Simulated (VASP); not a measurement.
Crystal: Cd2SO.

```
CELL_PARAMETERS angstrom
3.65083 0.00000 0.00000
0.00000 3.65083 0.00000
0.00000 0.00000 5.03288
ATOMIC_POSITIONS crystal
O 0.00000 0.00000 0.00000
Cd 0.00000 0.00000 0.50000
Cd 0.50000 0.50000 0.00000
S 0.50000 0.50000 0.50000
```

Program: VASP 6.6.1. Alike in all runs: task single point; potentials or basis VASP PAW PBE potentials, release 64 (O, Cd, S); no spin polarisation; cell as given; cutoff (eV) 520; smearing fermi-dirac 0.02 eV.

Order these runs on this cell by their band gap on the k mesh, lowest first.
A. level PBE; k mesh 6 × 6 × 4
B. level HSE06; k mesh 4 × 4 × 2; grid for exact exchange (PRECFOCK) Normal; screening parameter 0.2079 1/Å
C. level PBE-based screened hybrid; k mesh 4 × 4 × 2; grid for exact exchange (PRECFOCK) Normal; screening parameter 0.1 1/Å; share of exact exchange 0.4

A (0.08 eV), B (1.13 eV), C (2.39 eV).

Caveats: some runs use coarse meshes.

A k mesh can miss the band edges.
